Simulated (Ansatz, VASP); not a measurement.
## Two plane-wave programs on AlNi

File INCAR:

```
SYSTEM = AlNi
ALGO = Fast
EDIFF = 1E-6
ENCUT = 520
GGA = PS
ISIF = 2
ISMEAR = 0
LASPH = .TRUE.
LCHARG = .FALSE.
LREAL = .FALSE.
LWAVE = .FALSE.
NBANDS = 14
NELM = 100
PREC = Accurate
SIGMA = 0.15
```

KPOINTS

```
k-points
0
G
  20 20 20
  0 0 0
```

POSCAR

```
AlNi
1.0
    2.0213280872     -1.9455491713      0.0000000000
    2.0213280872      1.9455491713      0.0000000000
    0.0000000000      0.0000000000      2.8694088111
Al Ni
1 1
Direct
    0.0000000000      0.0000000000      0.0000000000
    0.5000000000      0.5000000000      0.5000000000
```

Input for Ansatz:

```yaml
crystal:
  lattice:
    - [2.0213280872, -1.9455491713, 0.0]
    - [2.0213280872, 1.9455491713, 0.0]
    - [0.0, 0.0, 2.8694088111]
  atoms:
    - { symbol: Al, position: [0.0, 0.0, 0.0] }
    - { symbol: Ni, position: [0.5, 0.5, 0.5] }
basis:
  ecutwfc: 420
kpoints:
  mp_grid: { grid: [20, 20, 20] }
hamiltonian:
  xc: pbesol
scf:
  occupations: { method: gaussian, width: 0.15 }
output:
  forces: true
  stress: true
  eigenvalues: true
```

Change from the starting cell: strain -0.0375 x Voigt [0, 1, 0, 0, 0, 0], atoms carried along.

Alike in both runs: task single point; functional PBEsol; k mesh 20 × 20 × 20; occupations gaussian, width 0.15 eV; no spin polarisation.

|  | VASP | Ansatz |
| --- | --- | --- |
| version | VASP 6.6.1 | Ansatz 0.2.0 |
| potentials or method | VASP PAW PBE potentials, release 64 (Al, Ni), cutoff 520 eV | scalar-relativistic, plane waves, PAW |
| valence electrons in the cell | 13 | 21 |

|  | VASP | Ansatz | Ansatz less VASP |
| --- | --- | --- | --- |
| gap on the k mesh at the Fermi level (eV) | none | none | - |
| pressure (GPa) | 7.7 | 7.5 | -0.22 |
| traceless stress, the component that is largest in VASP (GPa) | 5.93 | 5.94 | +0.002 |

VASP's potentials were made for PBE, not for PBEsol. A gap of «none» marks a metal or a gap that the smearing closes. With one functional, cell and mesh, what is left measures potentials, basis and numerics. VASP's potentials hold 13 valence electrons a cell and Ansatz's 21, so a difference there can come from the potentials and not from the codes.
